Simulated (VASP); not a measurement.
A run of VASP 6.6.1:

POSCAR

```
CaO
1.0
    3.4022710634      0.0000000000      0.0000000000
   -1.7011355317      2.9464531715      0.0000000000
    0.0000000000      0.0000000000      5.7912799519
Ca O
2 2
Direct
    0.0000000000      0.0000000000      0.0000000000
    0.0000000000      0.0000000000      0.5000000000
    0.3333333333      0.6666666667      0.2500000000
    0.6666666667      0.3333333333      0.7500000000
```

INCAR.step1

```
SYSTEM = CaO
  PREC = Accurate
  ENCUT = 520
  ISMEAR = 0
  SIGMA = 0.01
  LREAL = .FALSE.
  LASPH = .TRUE.
  NELM = 100
  NBANDS = 24
  GGA = PE
  ALGO = Normal
  EDIFF = 1E-4
  LWAVE = .TRUE.
  LCHARG = .FALSE.
```

Contents of INCAR.step2:

```
SYSTEM = CaO
  PREC = Accurate
  ENCUT = 520
  EDIFF = 1E-7
  ISMEAR = 0
  SIGMA = 0.01
  LREAL = .FALSE.
  LASPH = .TRUE.
  NELM = 100
  ALGO = Normal
  ISIF = 2
  LWAVE = .FALSE.
  LCHARG = .FALSE.
  METAGGA = R2SCAN
  LMIXTAU = .TRUE.
  NBANDS = 24
  ISTART = 1
```

The input KPOINTS:

```
regular mesh
0
G
  12 12 4
  0 0 0
```

Potentials or basis: VASP PAW PBE potentials, release 64 (Ca_sv, O).

Command:

```bash
$ cat potpaw_PBE.64/Ca_sv/POTCAR potpaw_PBE.64/O/POTCAR > POTCAR
$ cp INCAR.step1 INCAR
$ mpirun -np 1 vasp_std > vasp.out
$ cp INCAR.step2 INCAR
$ mpirun -np 1 vasp_std > vasp.out
```

Hardware: 1 thread of Intel Xeon 8259CL, on a shared host.

Q: Estimate the wall time of this run.

A: It took 11 min on 1 thread of Intel Xeon 8259CL, with other jobs on the host, peak memory 0.24 GiB. Counts: k points 57.
